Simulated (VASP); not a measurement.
# BP (F-43m) in VASP: G0W0 quasiparticle levels with PBE

Aim: the G0W0 quasiparticle levels of BP with PBE.

Everything below comes from runs of VASP 6.6.1. Logs are shortened: lines on timing, memory, paths and dates and some standing lists are left out, and cuts for length are marked.

**1. The cell of the first run**

It takes space group F-43m (No. 216, cubic). Conventional cell: a = 4.491 Å, b = 4.491 Å, c = 4.491 Å, α = 90.00°, β = 90.00°, γ = 90.00°. Within 2.6 Å of B (site symmetry -43m) lie 4 P at 1.94 Å. P (site symmetry -43m) has 4 B at 1.94 Å within 2.6 Å.

**2. G0W0 quasiparticle levels, PBE**

Contents of POSCAR:

```
BP
1.0
    0.0000000000      2.2456325122      2.2456325122
    2.2456325122      0.0000000000      2.2456325122
    2.2456325122      2.2456325122      0.0000000000
B P
1 1
Direct
    0.0000000000      0.0000000000      0.0000000000
    0.2500000000      0.2500000000      0.2500000000
```

Contents of INCAR.step1:

```
ALGO = Normal ; EDIFF = 1E-8
ENCUT = 500 ; GGA = PE
ISMEAR = 0 ; LASPH = T
LCHARG = F ; LREAL = F
LWAVE = T ; NELM = 80
PREC = Accurate ; SIGMA = 0.01
```

Contents of INCAR.step2:

```
ALGO = Exact ; EDIFF = 1E-8
ENCUT = 500 ; GGA = PE
ISMEAR = 0 ; ISTART = 1
LASPH = T ; LCHARG = F
LOPTICS = T ; LREAL = F
LWAVE = T ; NBANDS = 98
NELM = 1 ; PREC = Accurate
SIGMA = 0.01
```

Contents of INCAR.step3:

```
ALGO = EVGW0 ; EDIFF = 1E-8
ENCUT = 500 ; ENCUTGW = 150.0
GGA = PE ; ISMEAR = 0
ISTART = 1 ; LASPH = T
LCHARG = F ; LREAL = F
LWAVE = F ; NBANDS = 98
NBANDSGW = 12 ; NELMGW = 1
NOMEGA = 96 ; OMEGAMAX = 20
PREC = Accurate ; PRECFOCK = Fast
SIGMA = 0.01
```

Contents of KPOINTS:

```
k-points
0
Gamma
  6 6 6
```

Potentials or basis: VASP PAW PBE potentials, release 64 (B_GW, P_GW).

Launch:

```sh
$ cat potpaw_PBE.64/B_GW/POTCAR potpaw_PBE.64/P_GW/POTCAR > POTCAR
$ cp INCAR.step1 INCAR
$ mpirun -np 1 vasp_std > vasp.out
$ cp INCAR.step2 INCAR
$ mpirun -np 1 vasp_std > vasp.out
$ cp INCAR.step3 INCAR
$ mpirun -np 1 vasp_std > vasp.out
```

OUTCAR:

```text
EDIFF = 1E-8
   ENCUT = 500
   ENCUTGW = 150.0
   GGA = PE
   ISMEAR = 0
   ISTART = 1
   LASPH = T
   LREAL = F
   NELMGW = 1
   PREC = Accurate
   PRECFOCK = Fast

 ion  position               nearest neighbor table
   1  0.000  0.000  0.000-   2 1.94   2 1.94   2 1.94   2 1.94
   2  0.250  0.250  0.250-   1 1.94   1 1.94   1 1.94   1 1.94

  LATTYP: Found a face centered cubic cell.
 ALAT       =     4.4912650244

  Lattice vectors:

 A1 = (   0.0000000000,   2.2456325122,   2.2456325122)
 A2 = (   2.2456325122,   0.0000000000,   2.2456325122)
 A3 = (   2.2456325122,   2.2456325122,   0.0000000000)

Analysis of symmetry for initial positions (statically):
=====================================================================
 Subroutine PRICEL returns:
 Original cell was already a primitive cell.

 Routine SETGRP: Setting up the symmetry group for a
 face centered cubic supercell.

 Subroutine GETGRP returns: Found 24 space group operations
 (whereof 24 operations were pure point group operations)
 out of a pool of 48 trial point group operations.

The static configuration has the point symmetry T_d .

Analysis of symmetry for dynamics (positions and initial velocities):
=====================================================================
 Subroutine PRICEL returns:
 Original cell was already a primitive cell.

 Routine SETGRP: Setting up the symmetry group for a
 face centered cubic supercell.

 Subroutine GETGRP returns: Found 24 space group operations
 (whereof 24 operations were pure point group operations)
 out of a pool of 48 trial point group operations.

The dynamic configuration has the point symmetry T_d .

 Subroutine INISYM returns: Found 24 space group operations
 (whereof 24 operations are pure point group operations),
 and found     1 'primitive' translations

----------------------------------------------------------------------------------------

                                     Primitive cell

  volume of cell :      22.6488

  direct lattice vectors                    reciprocal lattice vectors
     0.000000000  2.245632512  2.245632512    -0.222654418  0.222654418  0.222654418
     2.245632512  0.000000000  2.245632512     0.222654418 -0.222654418  0.222654418
     2.245632512  2.245632512  0.000000000     0.222654418  0.222654418 -0.222654418

  length of vectors
     3.175803955  3.175803955  3.175803955     0.385648764  0.385648764  0.385648764

  position of ions in fractional coordinates (direct lattice)
     0.000000000  0.000000000  0.000000000
     0.250000000  0.250000000  0.250000000

  ion indices of the primitive-cell ions
   primitive index   ion index
                 1           1
                 2           2

----------------------------------------------------------------------------------------

 KPOINTS: k-points

Automatic generation of k-mesh.
 Grid dimensions read from file:
 generate k-points for:    6    6    6

 Generating k-lattice:

  Cartesian coordinates                     Fractional coordinates (reciprocal lattice)
    -0.037109070  0.037109070  0.037109070     0.166666667  0.000000000  0.000000000
     0.037109070 -0.037109070  0.037109070     0.000000000  0.166666667  0.000000000
     0.037109070  0.037109070 -0.037109070     0.000000000  0.000000000  0.166666667

  Length of vectors
     0.064274794  0.064274794  0.064274794

  Shift w.r.t. Gamma in fractional coordinates (k-lattice)
     0.000000000  0.000000000  0.000000000

 Subroutine IBZKPT returns following result:
 ===========================================

 Found     16 irreducible k-points:

 Following reciprocal coordinates:
            Coordinates               Weight
  0.000000  0.000000  0.000000      1.000000
  0.166667  0.000000  0.000000      8.000000
  0.333333  0.000000  0.000000      8.000000
  0.500000  0.000000  0.000000      4.000000
  0.166667  0.166667  0.000000      6.000000
  0.333333  0.166667  0.000000     24.000000
[... 8 lines left out ...]
 -0.333333  0.333333  0.166667     24.000000
 -0.333333  0.500000  0.166667     12.000000
   k-points           NKPTS =     16   k-points in BZ     NKDIM =    216   number of bands    NBANDS=     98
   number of dos      NEDOS =    301   number of ions     NIONS =      2
   total plane-waves  NPLWV =  13824
   dimension x,y,z NGX =    24 NGY =   24 NGZ =   24
   dimension x,y,z NGXF=    48 NGYF=   48 NGZF=   48
   ions per type =               1   1
   NGX,Y,Z   is equivalent  to a cutoff of  12.56, 12.56, 12.56 a.u.
   NGXF,Y,Z  is equivalent  to a cutoff of  25.13, 25.13, 25.13 a.u.
 SYSTEM =  unknown system
   PREC   = accura    normal or accurate (medium, high low for compatibility)
   ISTART =      1    job   : 0-new  1-cont  2-samecut
   ICHARG =      0    charge: 1-file 2-atom 10-const
   ISPIN  =      1    spin polarized calculation?
   LNONCOLLINEAR =      F non collinear calculations
   LSORBIT =      F    spin-orbit coupling
   LASPH  =      T    aspherical Exc in radial PAW
   ENCUT  =  500.0 eV  36.75 Ry    6.06 a.u.   5.79  5.79  5.79*2*pi/ulx,y,z
   NELM   =     60;   NELMIN=  2; NELMDL=  0     # of ELM steps
   EDIFF  = 0.1E-07   stopping-criterion for ELM
   LREAL  =      F    real-space projection
   EDIFFG = 0.1E-06   stopping-criterion for IOM
   NSW    =      0    number of steps for IOM
   IBRION =     -1    ionic relax: 0-MD 1-quasi-New 2-CG
   NFREE  =      0    steps in history (QN), initial steepest desc. (CG)
   ISIF   =      0    stress and relaxation
   ISYM   =      3    0-nonsym 1-usesym 2-fastsym
   POTIM  = 0.5000    time-step for ionic-motion
   TEBEG  =    0.0;   TEEND  =   0.0 temperature during run
   PSTRESS=    0.0 pullay stress
   NELECT =       8.0000    total number of electrons
   NUPDOWN=      -1.0000    fix difference up-down
   EMIN   =  10.00;   EMAX   =-10.00  energy-range for DOS
   EFERMI =   0.00;   METHOD = LEGACY
   ISMEAR =     0;   SIGMA  =   0.01  broadening in eV -4-tet -1-fermi 0-gaus
   EFERMI_NEDOS =   21; number of points for ismear=-14 and -15
   IALGO  =     38    algorithm
   IMIX   =      4    mixing-type and parameters
     AMIX     =   0.40;   BMIX     =  1.00
     AMIX_MAG =   1.60;   BMIX_MAG =  1.00
  volume/ion in A,a.u.               =      11.32        76.42
  Fermi-wavevector in a.u.,A,eV,Ry     =   1.157238  2.186863 18.220929  1.339201
  Thomas-Fermi vector in A             =   2.293851
   LORBIT       =      0    0 simple, 1 ext, 2 COOP (PROOUT), +10 PAW based schemes
   GGA     = PE    functional components
   LHFCALC =     T    Hartree Fock is set to
   PRECFOCK=fast      Normal, Fast or Accurate (Low or Medium for compatibility)
   ENCUT4O =  -1.0   cutoff for four orbital integrals eV
   NKREDX  =     1    reduce k-point grid by
   NKREDY  =     1    reduce k-point grid by
   NKREDZ  =     1    reduce k-point grid by
   AEXX    =    1.0000 exact exchange contribution
   HFSCREEN=    0.0000 screening length (either q_TF or 0.3 A-1)
   HFSCREENC=   0.0000 screening length for correlation (either q_TF or 0.3 A-1)
   ENCUTFOCK=  -1.0 apply spherical cutoff to Coloumb kernel
   IVDW    =     0    specifies the selected vdW correction
   LEPSILON=     F    determine dielectric tensor
   LRPA    =     F    only Hartree local field effects (RPA)
   LRPAFORCE           =     F    calculate RPA forces
   ENCUTGW             = 150.0    cutoff for response function in eV
   ENCUTGWSOFT         = 120.0    soft cutoff for Coulomb kernel in GW response function in eV
   ENCUTLF             =  -1.0    cutoff for local field effects
   NELMGW              =     1    number of iterations in solving QP/BSE equation
   NELMHF              =     1    number of iterations in the inner HF iteration
   NKREDLFX            =     1    NKREDLFY  =   1   NKREDLFZ  =   1
 non-spin polarized calculation
 Gauss-broadening in eV      SIGMA  =   0.01
  energy-cutoff  :      500.00
  volume of cell :       22.65
 maximum number of plane-waves:       589
  NGX = 14; NGY = 14; NGZ = 14
   NGX = 11   NGY = 11   NGZ = 11
 maximum number of plane-waves:       113

 QP shifts <psi_nk| G(iteration)W_0 |psi_nk>: iteration 1
 for sc-GW calculations column KS-energies equals QP-energies in previous step
 and V_xc(KS)=  KS-energies - (<T + V_ion + V_H > + <T+V_H+V_ion>^1  + <V_x>^1)

 k-point   1 :       0.0000    0.0000    0.0000
  band No.  KS-energies  QP-energies   sigma(KS)   V_xc(KS)     V^pw_x(r,r')   Z            occupation Imag(sigma)

      1      -8.2433      -8.9671     -13.1920     -12.1321     -20.6319       0.6829       2.0000       1.3247
      2       7.4988       6.9981     -14.0332     -13.3975     -15.0344       0.7878       2.0000       0.0197
      3       7.4988       6.9981     -14.0332     -13.3975     -15.0344       0.7878       2.0000       0.0197
      4       7.4988       6.9981     -14.0332     -13.3975     -15.0344       0.7878       2.0000       0.0197
      5      10.9500      11.3330     -11.6823     -12.1691      -7.2117       0.7868       0.0000      -0.0555
      6      10.9500      11.3330     -11.6823     -12.1691      -7.2117       0.7868       0.0000      -0.0555
      7      10.9500      11.3330     -11.6823     -12.1691      -7.2117       0.7868       0.0000      -0.0555
      8      15.3528      15.7191     -12.3044     -12.7921      -6.1376       0.7509       0.0000      -0.1362
      9      19.2368      19.1730      -9.6810      -9.5999      -3.4318       0.7860       0.0000      -0.3121
     10      19.6053      20.0859     -11.2509     -11.8688      -5.0409       0.7778       0.0000      -0.2651
     11      19.6053      20.0859     -11.2509     -11.8688      -5.0409       0.7778       0.0000      -0.2651
     12      23.3505      23.4729      -9.9067     -10.0648      -2.8742       0.7738       0.0000      -0.7259

 k-point   2 :       0.1667    0.0000    0.0000
  band No.  KS-energies  QP-energies   sigma(KS)   V_xc(KS)     V^pw_x(r,r')   Z            occupation Imag(sigma)

      1      -7.7325      -8.4707     -13.2251     -12.1726     -20.4775       0.7014       2.0000       1.2614
      2       4.6111       3.9760     -13.6005     -12.7755     -15.5394       0.7698       2.0000       0.0385
      3       6.8179       6.2914     -13.8808     -13.2114     -15.0596       0.7866       2.0000       0.0219
      4       6.8179       6.2914     -13.8808     -13.2114     -15.0596       0.7866       2.0000       0.0219
      5      11.6328      11.9790     -11.8273     -12.2690      -7.1409       0.7838       0.0000      -0.0603
      6      11.8737      12.2856     -11.7967     -12.3240      -7.0401       0.7811       0.0000      -0.0621
      7      11.8737      12.2856     -11.7967     -12.3240      -7.0401       0.7811       0.0000      -0.0621
      8      16.5543      16.9158     -12.1190     -12.6051      -5.6615       0.7438       0.0000      -0.1880
      9      18.4258      18.7881     -10.8071     -11.2719      -4.7784       0.7794       0.0000      -0.2393
     10      18.4258      18.7881     -10.8071     -11.2719      -4.7784       0.7794       0.0000      -0.2393
     11      20.5044      20.5301      -9.9318      -9.9650      -3.4125       0.7747       0.0000      -0.3876
     12      22.9098      22.9462     -10.0443     -10.0913      -3.1005       0.7736       0.0000      -0.5889
[... 196 lines left out ...]
      1      -3.6457      -4.3108     -13.7187     -12.7987     -19.4319       0.7230       2.0000       0.6464
      2      -0.7858      -1.5296     -13.3538     -12.3160     -17.8210       0.7167       2.0000       0.2755
      3       1.8598       1.1406     -13.2044     -12.2361     -16.2386       0.7426       2.0000       0.0944
      4       3.4008       2.7217     -13.2005     -12.3094     -15.5120       0.7621       2.0000       0.0501
      5      12.0050      12.3126     -11.0378     -11.4292      -6.1693       0.7861       0.0000      -0.0655
      6      13.3138      13.6441     -11.4049     -11.8310      -6.1029       0.7751       0.0000      -0.0848
      7      16.2779      16.7124     -11.5601     -12.1353      -5.3018       0.7555       0.0000      -0.1817
      8      16.8328      17.2014     -11.5098     -12.0006      -5.0858       0.7509       0.0000      -0.2124
      9      18.1247      18.5521     -11.7951     -12.3604      -5.2659       0.7562       0.0000      -0.2731
     10      22.4718      22.9291     -11.6965     -12.3051      -4.2307       0.7514       0.0000      -0.5860
     11      25.4302      25.8416     -11.9575     -12.5063      -4.1096       0.7496       0.0000      -0.8309
     12      26.3910      26.4857     -10.2562     -10.3816      -2.8878       0.7554       0.0000      -0.7557

 k-point  16 :      -0.3333    0.5000    0.1667
  band No.  KS-energies  QP-energies   sigma(KS)   V_xc(KS)     V^pw_x(r,r')   Z            occupation Imag(sigma)

      1      -3.0052      -3.6392     -13.7567     -12.8795     -19.1636       0.7228       2.0000       0.5503
      2      -0.8672      -1.6427     -13.7419     -12.6578     -18.4433       0.7154       2.0000       0.3053
      3       2.0381       1.3233     -12.9739     -12.0178     -15.7897       0.7477       2.0000       0.0789
      4       2.1569       1.4540     -12.9671     -12.0283     -15.7518       0.7487       2.0000       0.0770
      5      11.3211      11.5831     -11.0892     -11.4225      -6.3094       0.7861       0.0000      -0.0631
      6      11.9969      12.2740     -11.0206     -11.3718      -6.1528       0.7891       0.0000      -0.0656
      7      16.7922      17.2088     -11.7505     -12.3079      -5.2138       0.7473       0.0000      -0.2206
      8      17.4898      17.9300     -11.6845     -12.2658      -5.1675       0.7574       0.0000      -0.2433
      9      20.5905      21.0706     -11.9139     -12.5589      -4.5773       0.7444       0.0000      -0.4632
     10      23.8345      24.3157     -11.6544     -12.2951      -3.9576       0.7512       0.0000      -0.6819
     11      24.3661      24.8262     -12.2646     -12.8754      -4.5813       0.7532       0.0000      -0.7403
     12      28.4008      28.6630     -11.6295     -11.9832      -3.7679       0.7411       0.0000      -1.0301
```

Wall time 1.7 min (1 thread of Intel Xeon 6975P-C (Granite Rapids), shared host); peak memory 0.44 GiB.

What came out:

| Quantity | Value |
| --- | --- |
| Quasiparticle gap | 1.91 eV |
| Least direct quasiparticle gap | 4.33 eV |
| Band gap of the starting levels on the mesh | 1.27 eV |
| Least direct gap of the starting levels on the mesh | 3.45 eV |

Caveat: the k points lie up to 0.40 Å⁻¹ apart; bands, screening cutoff and mesh are small and nothing is extrapolated, so the quasiparticle values aren't converged.
